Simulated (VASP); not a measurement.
A run of VASP 6.6.1 is set up as follows.

The input INCAR:

```
PREC     = Accurate       # precision mode
ENCUT    = 520            # plane-wave cutoff, eV
EDIFF    = 1E-6           # SCF threshold, eV
ISMEAR   = 0              # smearing method
SIGMA    = 0.15           # smearing width, eV
LREAL    = False          # projectors in reciprocal space
LASPH    = True           # aspherical terms in the spheres
NELM     = 100            # most SCF steps
ALGO     = Fast           # electronic algorithm
ISIF     = 2              # what is computed and relaxed
LWAVE    = False          # write WAVECAR
LCHARG   = True           # write CHGCAR
GGA      = PS             # functional
LELF     = True           # ELF
LVHAR    = True         
NBANDS   = 10             # bands
```

Contents of KPOINTS:

```
Automatic mesh
0
Gamma
  14 14 14
```

The input POSCAR:

```
K
1.0
   -2.6180000000      2.6572700000      2.6180000000
    2.6180000000     -2.6572700000      2.6180000000
    2.6180000000      2.6572700000     -2.6180000000
K
1
Direct
    0.0000000000      0.0000000000      0.0000000000
```

Potentials or basis: VASP PAW PBE potentials, release 64 (K_sv).

Command:

```console
$ cat potpaw_PBE.64/K_sv/POTCAR > POTCAR
$ mpirun -np 1 vasp_std > vasp.out
```

(1) Predict the pressure.

(2) Predict the band gap on the k mesh.

Answers

(1) -0.1 GPa.

(2) zero (an odd number of electrons rules out a gap without spin polarisation).

Caveat: the cell differs from its parent crystal (strain +0.0150 x Voigt [0, 1, 0, 0, 0, 0]); the PAW data sets were made with another functional, which shifts forces and pressure a little.
